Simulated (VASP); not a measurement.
A run of VASP 6.6.1:

Contents of INCAR:

```
PREC = Accurate ; ENCUT = 520
EDIFF = 1E-6 ; ISMEAR = -1
SIGMA = 0.05 ; LREAL = F
LASPH = T ; NELM = 150
ALGO = Normal ; ISIF = 2
LWAVE = F ; LCHARG = F
ISPIN = 2 ; MAGMOM = 3 3
LORBIT = 11 ; LMAXMIX = 4
GGA = PS ; NBANDS = 24
```

The input KPOINTS:

```
regular mesh
0
Gamma
  17 17 9
```

Contents of POSCAR:

```
Mn
1.0
    2.4182839817      0.0000000000      0.0000000000
   -1.2091419908      2.0942953617      0.0000000000
    0.0000000000      0.0000000000      3.9117555310
Mn
2
Direct
    0.3333333333      0.6666666667      0.2500000000
    0.6666666667      0.3333333333      0.7500000000
```

Potentials or basis: VASP PAW PBE potentials, release 64 (Mn_pv).

Command:

```console
$ cat potpaw_PBE.64/Mn_pv/POTCAR > POTCAR
$ mpirun -np 1 vasp_std > vasp.out
```

Hardware: 1 thread of Intel(R) Xeon(R) Platinum 8488C (Sapphire Rapids), with other jobs on the host.

Estimate the wall time of this run.

Wall time 84 s on 1 thread of Intel(R) Xeon(R) Platinum 8488C (Sapphire Rapids), with other jobs on the host, peak memory 0.22 GiB. Counts: scf iterations 15, k points 165.
